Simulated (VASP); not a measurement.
Here is a VASP 6.6.1 calculation.

The input INCAR:

```
ALGO = Normal ; EDIFF = 1E-6
ENCUT = 520 ; GGA = PS
ISIF = 2 ; ISMEAR = -1
IVDW = 13 ; LASPH = True
LCHARG = False ; LREAL = False
LWAVE = False ; NBANDS = 35
NELM = 80 ; PREC = Accurate
SIGMA = 0.05
```

KPOINTS

```
k-points
0
Gamma
  4 8 1
```

Contents of POSCAR:

```
Te2Mo
1.0
    6.2646570141      0.0000000000      0.0018154073
    0.0000000000      3.4095335571      0.0000000000
   -0.0741110273      0.0000000000     36.1744858067
Te Mo
4 2
Direct
    0.4310430566      0.7500000000      0.5408264726
    0.5689569434      0.2500000000      0.4591735274
    0.9211161492      0.2500000000      0.5566268313
    0.0788838508      0.7500000000      0.4433731687
    0.1825591924      0.2500000000      0.4975907144
    0.8174408076      0.7500000000      0.5024092856
```

Potentials or basis: VASP PAW PBE potentials, release 64 (Te, Mo_sv).

Command:

```bash
$ cat potpaw_PBE.64/Te/POTCAR potpaw_PBE.64/Mo_sv/POTCAR > POTCAR
$ mpirun -np 1 vasp_std > vasp.out
```

Question: Predict the largest force.

Answer: 0.033 eV/Å.

Question: What does it give for the dispersion energy per atom?

Answer: -0.222 eV.

Question: Estimate the band gap on the k mesh.

Answer: Zero (bands 26 and 27 overlap by 0.29 eV).

Forces in eV/Å, atoms in the order of the input:
```
Te   0.007  0.000  0.013
Te  -0.007  0.000 -0.013
Te   0.002  0.000  0.033
Te  -0.002  0.000 -0.033
Mo   0.013  0.000 -0.002
Mo  -0.013  0.000  0.002
```

Caveat: there is no dipole correction, which matters where the two faces differ; the PAW data sets were made with another functional, which shifts forces and pressure a little; spin-orbit coupling is left out, which moves the levels of the heavy elements.
